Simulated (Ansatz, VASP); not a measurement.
# K2Os: VASP beside Ansatz

The input INCAR:

```
ALGO = Normal
EDIFF = 1E-7
EDIFFG = -0.04
ENCUT = 600
GGA = PE
IBRION = 2
ISIF = 3
ISMEAR = 0
LASPH = T
LCHARG = F
LREAL = F
LWAVE = F
NELM = 60
NSW = 90
PREC = Accurate
SIGMA = 0.1
```

The input KPOINTS:

```
k-points
0
Gamma
  4 4 4
```

The input POSCAR:

```
K2Os
1.0
    0.0000000000      3.6661239700      3.6661239700
    3.6661239700      0.0000000000      3.6661239700
    3.6661239700      3.6661239700      0.0000000000
K Os
2 1
Direct
    0.2500000000      0.2500000000      0.2500000000
    0.7500000000      0.7500000000      0.7500000000
    0.0000000000      0.0000000000      0.0000000000
```

Input for Ansatz:

```yaml
crystal:
  lattice:
    - [0.0, 3.66612397, 3.66612397]
    - [3.66612397, 0.0, 3.66612397]
    - [3.66612397, 3.66612397, 0.0]
  atoms:
    - { symbol: K, position: [0.25, 0.25, 0.25] }
    - { symbol: K, position: [0.75, 0.75, 0.75] }
    - { symbol: Os, position: [0.0, 0.0, 0.0] }
basis:
  ecutwfc: 420
kpoints:
  mp_grid: { grid: [4, 4, 4] }
hamiltonian:
  xc: pbe
scf:
  occupations: { method: gaussian, width: 0.1 }
  lower_state_search: "off"
output:
  forces: true
  stress: true
  eigenvalues: true
relax:
  adjacent_minimum: "off"
  f_tol: 0.04
  max_steps: 70
  cell: { stress_tol: 0.4 }
```

Alike in both runs: task relaxation of cell and atoms; functional PBE; k mesh 4 × 4 × 4; occupations gaussian, width 0.1 eV; no spin polarisation.

```csv
,VASP,Ansatz
version,VASP 6.6.1,Ansatz 0.2.0
potentials or method,"VASP PAW PBE potentials, release 64 (K_sv, Os), cutoff 600 eV","scalar-relativistic, plane waves, PAW"
valence electrons in the cell,26,34
```

Ansatz gave:

```
gap on the k mesh at the Fermi level, each at its own relaxed structure (eV) : none
relaxed volume (Å³/atom)                                                     : 40.05
relaxed cell length with the largest relative difference (Å)                 : 5.539
```

Task: Which values does VASP return?

Result: gap on the k mesh at the Fermi level, each at its own relaxed structure (eV): none; relaxed volume (Å³/atom): 41.14; relaxed cell length with the largest relative difference (Å): 5.589.

A gap of «none» marks a metal or a gap that the smearing closes. VASP's potentials hold 26 valence electrons a cell and Ansatz's 34, so a difference there can come from the potentials and not from the codes.

The k mesh is coarse, so the values compare programs but aren't converged. Spin-orbit coupling is off throughout. Noted on VASP's run: the volume moved by over 15 % at a fixed basis, so the end points are rough.
